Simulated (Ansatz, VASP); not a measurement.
# TlI3 in VASP and in Ansatz

```
CELL_PARAMETERS angstrom
13.10000 0.00000 0.00000
0.00000 13.74000 0.00000
0.00000 0.00000 9.00000
ATOMIC_POSITIONS crystal
Tl 0.44794 0.49995 0.50000
I 0.65678 0.49995 0.50016
I 0.34351 0.67239 0.50016
I 0.34352 0.32751 0.50016
```

Alike in both runs: task single point; functional PBE; k mesh 1 × 1 × 1; occupations gaussian, width 0.01 eV; non-collinear spin, spin-orbit coupling.

|  | VASP | Ansatz |
| --- | --- | --- |
| version | VASP 6.6.1 | Ansatz 0.2.0 |
| potentials or method | VASP PAW PBE potentials, release 64 (Tl_d, I), cutoff 520 eV | plane waves, PAW |
| valence electrons in the cell | 34 | 64 |

```tsv
	VASP	Ansatz	Ansatz less VASP
rms of the force components (eV/Å)	0.025	0.016	-0.0091
```

Atom by atom the forces differ by 0.009 eV/Å (rms over components). The functional is the same, so the differences come from potentials, cutoffs and numerics. VASP's potentials hold 34 valence electrons a cell and Ansatz's 64, so a difference there can come from the potentials and not from the codes. Ansatz's warnings: structure snapped to symmetry, xc potential rough in thin density.
